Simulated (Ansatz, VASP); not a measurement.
# ZnS in VASP and in Ansatz

```
Zn S
1.0
     3.81100    0.00000    0.00000
    -1.90550    3.30042    0.00000
     0.00000    0.00000    6.23400
Zn S
2 2
Direct
  0.33333 0.66667 0.00000
  0.66667 0.33333 0.50000
  0.33333 0.66667 0.38500
  0.66667 0.33333 0.88500
```

Alike in both runs: task single point; functional PBE; k mesh 4 × 4 × 2; no spin polarisation.

```csv
,VASP,Ansatz
version,VASP 6.6.1,Ansatz 0.2.0
potentials or method,"VASP PAW PBE potentials, release 64 (Zn, S)","plane waves, PAW"
plane-wave cutoff (eV),520,420
occupations,"gaussian, width 0.01 eV",fixed
valence electrons in the cell,36,36
```

Ansatz gave:

* gap on the k mesh at the Fermi level (eV): 2.24

Estimate VASP's values.

gap on the k mesh at the Fermi level (eV): 2.25.

The k mesh is coarse, so the values compare programs but aren't converged.
